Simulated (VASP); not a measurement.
# Ti in VASP: notebook

The runs below take Ti through single point, with PBE.

Program: VASP 6.6.1. These are calculated values, not measurements. Logs are shortened: lines on timing, memory, paths and dates and some standing lists are left out, and cuts for length are marked.

## (1) The cell of the first run

The typed cell holds 2 atoms: a = 2.950 Å, b = 2.950 Å, c = 4.686 Å, α = 90.00°, β = 90.00°, γ = 120.00°.

## (2) Single point, PBE

Contents of INCAR:

```
SYSTEM = Ti
PREC     = Accurate       ! precision mode
ENCUT    = 520            ! plane-wave cutoff, eV
EDIFF    = 1E-7           ! SCF threshold, eV
ISMEAR   = 1              ! smearing method
SIGMA    = 0.01           ! smearing width, eV
LREAL    = .FALSE.        ! projectors in reciprocal space
LASPH    = .TRUE.         ! aspherical terms in the spheres
NELM     = 100            ! most SCF steps
ALGO     = Normal         ! electronic algorithm
ISIF     = 2              ! what is computed and relaxed
LWAVE    = .FALSE.        ! write WAVECAR
LCHARG   = .FALSE.        ! write CHGCAR
GGA      = PE             ! functional
NBANDS   = 19             ! bands
```

Contents of KPOINTS:

```
Automatic mesh
0
G
  13 13 7
  0 0 0
```

Contents of POSCAR:

```
Ti
1.0
    2.9499978604      0.0000000000      0.0000000000
   -1.4749989302      2.5547730882      0.0000000000
    0.0000000000      0.0000000000      4.6860000000
Ti
2
Direct
    0.3425947922      0.6734465252      0.2536963295
    0.6666666667      0.3333333333      0.7500000000
```

Potentials or basis: VASP PAW PBE potentials, release 64 (Ti_sv).

The run is started by

```console
$ cat potpaw_PBE.64/Ti_sv/POTCAR > POTCAR
$ mpirun -np 1 vasp_std > vasp.out
```

OUTCAR:

```text
SYSTEM = Ti
   PREC = Accurate
   ENCUT = 520
   EDIFF = 1E-7
   ISMEAR = 1
   LREAL = .FALSE.
   LASPH = .TRUE.
   NELM = 100
   ISIF = 2
   GGA = PE

 ion  position               nearest neighbor table
   1  0.343  0.673  0.254-   2 2.87   2 2.88   2 2.90   2 2.90   2 2.91
   2  0.667  0.333  0.750-   1 2.87   1 2.88   1 2.90   1 2.90   1 2.91

  LATTYP: Found a hexagonal cell.
 ALAT       =     2.9499978604
 C/A-ratio  =     1.5884757284

  Lattice vectors:

 A1 = (   2.9499978604,   0.0000000000,   0.0000000000)
 A2 = (  -1.4749989302,   2.5547730882,   0.0000000000)
 A3 = (   0.0000000000,   0.0000000000,   4.6860000000)

Analysis of symmetry for initial positions (statically):
=====================================================================
 Subroutine PRICEL returns:
 Original cell was already a primitive cell.

 Routine SETGRP: Setting up the symmetry group for a
 hexagonal supercell.

 Subroutine GETGRP returns: Found  2 space group operations
 (whereof  1 operations were pure point group operations)
 out of a pool of 24 trial point group operations.

The static configuration has the point symmetry C_1 .
 The point group associated with its full space group is S_2 .

Analysis of symmetry for dynamics (positions and initial velocities):
=====================================================================
 Subroutine PRICEL returns:
 Original cell was already a primitive cell.

 Routine SETGRP: Setting up the symmetry group for a
 hexagonal supercell.

 Subroutine GETGRP returns: Found  2 space group operations
 (whereof  1 operations were pure point group operations)
 out of a pool of 24 trial point group operations.

The dynamic configuration has the point symmetry C_1 .
 The point group associated with its full space group is S_2 .

 Subroutine INISYM returns: Found  2 space group operations
 (whereof  1 operations are pure point group operations),
 and found     1 'primitive' translations

----------------------------------------------------------------------------------------

                                     Primitive cell

  volume of cell :      35.3164

  direct lattice vectors                    reciprocal lattice vectors
     2.949997860  0.000000000  0.000000000     0.338983297  0.195712098  0.000000000
    -1.474998930  2.554773088  0.000000000     0.000000000  0.391424195  0.000000000
     0.000000000  0.000000000  4.686000000     0.000000000  0.000000000  0.213401622

  length of vectors
     2.949997860  2.949997860  4.686000000     0.391424195  0.391424195  0.213401622

  position of ions in fractional coordinates (direct lattice)
     0.342594792  0.673446525  0.253696330
     0.666666667  0.333333333  0.750000000

  ion indices of the primitive-cell ions
   primitive index   ion index
                 1           1
                 2           2

----------------------------------------------------------------------------------------

 KPOINTS: Automatic mesh

Automatic generation of k-mesh.
 Grid dimensions read from file:
 generate k-points for:   13   13    7

 Generating k-lattice:

  Cartesian coordinates                     Fractional coordinates (reciprocal lattice)
     0.026075638  0.015054777  0.000000000     0.076923077  0.000000000  0.000000000
     0.000000000  0.030109553  0.000000000     0.000000000  0.076923077  0.000000000
     0.000000000  0.000000000  0.030485946     0.000000000  0.000000000  0.142857143

  Length of vectors
     0.030109553  0.030109553  0.030485946

  Shift w.r.t. Gamma in fractional coordinates (k-lattice)
     0.000000000  0.000000000  0.000000000

 Subroutine IBZKPT returns following result:
 ===========================================

 Found    592 irreducible k-points:

 Following reciprocal coordinates:
            Coordinates               Weight
  0.000000  0.000000  0.000000      1.000000
  0.076923  0.000000  0.000000      2.000000
  0.000000  0.076923  0.000000      2.000000
 -0.076923  0.076923  0.000000      2.000000
  0.153846  0.000000  0.000000      2.000000
  0.000000  0.153846  0.000000      2.000000
[... 16 lines left out ...]
  0.153846  0.076923  0.000000      2.000000
 -0.076923  0.230769  0.000000      2.000000
 [... further k-points ...]
   k-points           NKPTS =    592   k-points in BZ     NKDIM =    592   number of bands    NBANDS=     19
   number of dos      NEDOS =    301   number of ions     NIONS =      2
   total plane-waves  NPLWV =  20736
   dimension x,y,z NGX =    24 NGY =   24 NGZ =   36
   dimension x,y,z NGXF=    48 NGYF=   48 NGZF=   72
   ions per type =               2
   NGX,Y,Z   is equivalent  to a cutoff of  13.53, 13.53, 12.77 a.u.
   NGXF,Y,Z  is equivalent  to a cutoff of  27.05, 27.05, 25.54 a.u.
 SYSTEM =  Ti
   PREC   = accura    normal or accurate (medium, high low for compatibility)
   ISTART =      0    job   : 0-new  1-cont  2-samecut
   ICHARG =      2    charge: 1-file 2-atom 10-const
   ISPIN  =      1    spin polarized calculation?
   LNONCOLLINEAR =      F non collinear calculations
   LSORBIT =      F    spin-orbit coupling
   LASPH  =      T    aspherical Exc in radial PAW
   ENCUT  =  520.0 eV  38.22 Ry    6.18 a.u.   5.49  5.49  8.71*2*pi/ulx,y,z
   NELM   =    100;   NELMIN=  2; NELMDL= -5     # of ELM steps
   EDIFF  = 0.1E-06   stopping-criterion for ELM
   LREAL  =      F    real-space projection
   EDIFFG = 0.1E-05   stopping-criterion for IOM
   NSW    =      0    number of steps for IOM
   IBRION =     -1    ionic relax: 0-MD 1-quasi-New 2-CG
   NFREE  =      0    steps in history (QN), initial steepest desc. (CG)
   ISIF   =      2    stress and relaxation
   ISYM   =      2    0-nonsym 1-usesym 2-fastsym
   POTIM  = 0.5000    time-step for ionic-motion
   TEBEG  =    0.0;   TEEND  =   0.0 temperature during run
   PSTRESS=    0.0 pullay stress
   NELECT =      24.0000    total number of electrons
   NUPDOWN=      -1.0000    fix difference up-down
   EMIN   =  10.00;   EMAX   =-10.00  energy-range for DOS
   EFERMI =   0.00;   METHOD = LEGACY
   ISMEAR =     1;   SIGMA  =   0.01  broadening in eV -4-tet -1-fermi 0-gaus
   EFERMI_NEDOS =   21; number of points for ismear=-14 and -15
   IALGO  =     38    algorithm
   IMIX   =      4    mixing-type and parameters
     AMIX     =   0.40;   BMIX     =  1.00
     AMIX_MAG =   1.60;   BMIX_MAG =  1.00
  volume/ion in A,a.u.               =      17.66       119.16
  Fermi-wavevector in a.u.,A,eV,Ry     =   1.439306  2.719894 28.185854  2.071602
  Thomas-Fermi vector in A             =   2.558176
   LORBIT       =      0    0 simple, 1 ext, 2 COOP (PROOUT), +10 PAW based schemes
   GGA     = PE    functional components
   LHFCALC =     F    Hartree Fock is set to
   AEXX    =    0.0000 exact exchange contribution
   IVDW    =     0    specifies the selected vdW correction
   LEPSILON=     F    determine dielectric tensor
   LRPA    =     F    only Hartree local field effects (RPA)
 non-spin polarized calculation
 Methfessel and Paxton  Order N= 1 SIGMA  =   0.01
  energy-cutoff  :      520.00
  volume of cell :       35.32
 maximum number of plane-waves:       975
 NGX is ok and might be reduce to    24
   NGX = 11   NGY = 11   NGZ = 17

 number of electron      24.0000001 magnetization

 Free energy of the ion-electron system (eV)
  ---------------------------------------------------
  ext. energy  EPLUGINS =         0.00000000
  ---------------------------------------------------
  free energy    TOTEN  =       -15.66649290 eV

  energy without entropy =      -15.66649502  energy(sigma->0) =      -15.66649361

 E-fermi :   8.1803     XC(G=0): -11.4198

 val. band max:        8.1795490323   @ k =   0.1538  -0.0769   0.4286
 cond. band min:       8.1804674775   @ k =  -0.1538   0.0769   0.4286
 fundamental gap:      0.0009184452
 Fermi energy:         8.1803277293

 k-point     1 :       0.0000    0.0000    0.0000
  band No.  band energies     occupation
      1     -48.7287      2.00000
      2     -48.6021      2.00000
      3     -25.2990      2.00000
      4     -24.6867      2.00000
      5     -24.6801      2.00000
      6     -24.6316      2.00000
[... 11 lines left out ...]
     18       9.8104      0.00000
     19      11.2048      0.00000

 k-point     2 :       0.0769    0.0000    0.0000
  band No.  band energies     occupation
      1     -48.7233      2.00000
      2     -48.5999      2.00000
      3     -25.2869      2.00000
      4     -24.7057      2.00000
      5     -24.6949      2.00000
      6     -24.6365      2.00000
[... 11 lines left out ...]
     18       9.7063      0.00000
     19      11.3307      0.00000

 k-point     3 :       0.0000    0.0769    0.0000
  band No.  band energies     occupation
      1     -48.7233      2.00000
      2     -48.5999      2.00000
      3     -25.2866      2.00000
      4     -24.7111      2.00000
      5     -24.6895      2.00000
      6     -24.6369      2.00000
[... 11 lines left out ...]
     18       9.7165      0.00000
     19      11.2665      0.00000

 k-point     4 :      -0.0769    0.0769    0.0000
  band No.  band energies     occupation
      1     -48.7233      2.00000
      2     -48.5999      2.00000
      3     -25.2867      2.00000
      4     -24.7103      2.00000
      5     -24.6903      2.00000
      6     -24.6368      2.00000
[... 407 lines left out ...]
     18       9.7407      0.00000
     19      11.3850      0.00000

 k-point    23 :       0.1538    0.0769    0.0000
  band No.  band energies     occupation
      1     -48.6941      2.00000
      2     -48.5890      2.00000
      3     -25.2193      2.00000
      4     -24.8295      2.00000
      5     -24.7785      2.00000
      6     -24.7107      2.00000
[... 11 lines left out ...]
     18      10.1552      0.00000
     19      11.4547      0.00000

 k-point    24 :      -0.0769    0.2308    0.0000
  band No.  band energies     occupation
      1     -48.6936      2.00000
      2     -48.5896      2.00000
      3     -25.2168      2.00000
      4     -24.8336      2.00000
      5     -24.7759      2.00000
      6     -24.7072      2.00000
[... 11 lines left out ...]
     18      10.1589      0.00000
     19      11.4086      0.00000

 [... further k-points ...]

------------------------ aborting loop because EDIFF is reached ----------------------------------------

  FORCE on cell =-STRESS in cart. coord.  units (eV):
  Direction    XX          YY          ZZ          XY          YZ          ZX
  --------------------------------------------------------------------------------------
  -------------------------------------------------------------------------------------
  Total       -0.4458460     -0.3502694     -0.4551010     -0.0423808     -0.0031482      0.0013028
  in kB      -20.2264245    -15.8904617    -20.6462931     -1.9226655     -0.1428206      0.0591039
  external PRESSURE =     -18.9210598 kB  Pullay stress =       0.0000000 kB

 VOLUME and BASIS-vectors are now :
 -----------------------------------------------------------------------------
  energy-cutoff  :      520.00
  volume of cell :       35.32
      direct lattice vectors                 reciprocal lattice vectors
     2.949997860  0.000000000  0.000000000     0.338983297  0.195712098  0.000000000
    -1.474998930  2.554773088  0.000000000     0.000000000  0.391424195  0.000000000
     0.000000000  0.000000000  4.686000000     0.000000000  0.000000000  0.213401622

 POSITION                                       TOTAL-FORCE (eV/Angst)
 -----------------------------------------------------------------------------------
      0.01732      1.72050      1.18882        -0.027251     -0.025518     -0.040683
      1.47500      0.85159      3.51450         0.027251      0.025518      0.040683
 -----------------------------------------------------------------------------------
    total drift:                               -0.000014     -0.000012      0.000035

  FREE ENERGIE OF THE ION-ELECTRON SYSTEM (eV)
  ---------------------------------------------------
  free  energy   TOTEN  =       -15.6664929049 eV

  energy  without entropy=      -15.6664950197  energy(sigma->0) =      -15.66649361
```

Run time: 2.6 min. Hardware: 1 thread of Intel Xeon Platinum 8559C (Emerald Rapids), shared host; peak memory 0.41 GiB.

Results:

* Free energy: -15.6665 eV
* Pressure: -1.9 GPa
* Largest force: 0.055 eV/Å
* Band gap on the k mesh: zero (bands 12 and 13 overlap by 1.09 eV)

Forces on the atoms (eV/Å):
```
Ti  -0.027 -0.026 -0.041
Ti   0.027  0.026  0.041
```

Stress tensor (GPa, compression positive):
```
-2.02 -0.19  0.01
-0.19 -1.59 -0.01
 0.01 -0.01 -2.06
```

[end of part 1 of 2]
